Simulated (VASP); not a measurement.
Crystal: KTaO3.

```
CELL_PARAMETERS angstrom
3.98830 0.00000 0.00000
0.00000 3.98830 0.00000
0.00000 0.00000 3.98830
ATOMIC_POSITIONS crystal
Ta 0.99121 0.00637 0.98683
K 0.50867 0.49778 0.52255
O 0.99651 0.00103 0.48991
O 0.00047 0.50424 0.00177
O 0.49541 0.00732 0.99587
```

This cell differs from its parent crystal: atoms moved at random.

Base run:

```yaml
Program: VASP 6.6.1
Functional: PBEsol
Potentials_or_basis: VASP PAW PBE potentials, release 64 (Ta_pv, K_sv, O)
Cutoff: 520 eV
k_mesh: 7 × 7 × 7
Occupations: fermi-dirac, width 0.05 eV
Spin: no spin polarisation
```

Its results: band gap on the k mesh 2.15 eV, indirect (least direct gap 2.72 eV); pressure 0.5 GPa; largest force 0.576 eV/Å.

Problem. The run is repeated on the same cell with these changes: functional from PBEsol to PBE; further incar settings from ALGO = Normal; EDIFF = 1e-07; NBANDS = 27 to ALGO = Normal; EDIFF = 1e-06; NBANDS = 27. What comes out?

Solution. Band gap on the k mesh 2.24 eV, indirect (least direct gap 2.81 eV); pressure 6.3 GPa; largest force 0.620 eV/Å.

Caveats: spin-orbit coupling is left out, which moves the levels of the heavy elements; the PAW data sets were made with another functional, which shifts forces and pressure a little (some runs).

A k mesh can miss the band edges.
